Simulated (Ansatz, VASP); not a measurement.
**SiNi: VASP beside Ansatz**

```xyz
8
Lattice="4.4680 0.0000 0.0000 0.0000 4.4680 0.0000 0.0000 0.0000 4.4680" Properties=species:S:1:pos:R:3 pbc="T T T"
Si    3.8397    3.8397    3.8397
Si    2.8622    0.6283    1.6057
Si    1.6057    2.8622    0.6283
Si    0.6283    1.6057    2.8622
Ni    0.6634    0.6634    0.6634
Ni    1.5706    3.8045    2.8974
Ni    2.8974    1.5706    3.8045
Ni    3.8045    2.8974    1.5706
```

Change from the starting cell: mode 21 (324.1 1/cm) frozen in, largest displacement +0.100 Å.

Alike in both runs: task single point; functional PBEsol; k mesh 10 × 10 × 10; occupations gaussian, width 0.15 eV; no spin polarisation.

|  | VASP | Ansatz |
| --- | --- | --- |
| version | VASP 6.6.1 | Ansatz 0.2.0 |
| potentials or method | VASP PAW PBE potentials, release 64 (Si, Ni), cutoff 520 eV | scalar-relativistic, plane waves, PAW |
| valence electrons in the cell | 56 | 88 |

Ansatz gave:

| Property | Result |
| --- | --- |
| gap on the k mesh at the Fermi level (eV) | none |
| pressure (GPa) | 0.9 |
| rms of the force components (eV/Å) | 0.467 |

Task: What did VASP give for the same quantities?

Result: gap on the k mesh at the Fermi level (eV): none; pressure (GPa): 1.1; rms of the force components (eV/Å): 0.470.

VASP's potentials were made for PBE, not for PBEsol. Atom by atom the forces differ by 0.003 eV/Å (rms over components). A gap of «none» marks a metal or a gap that the smearing closes. VASP's potentials hold 56 valence electrons a cell and Ansatz's 88, so a difference there can come from the potentials and not from the codes.
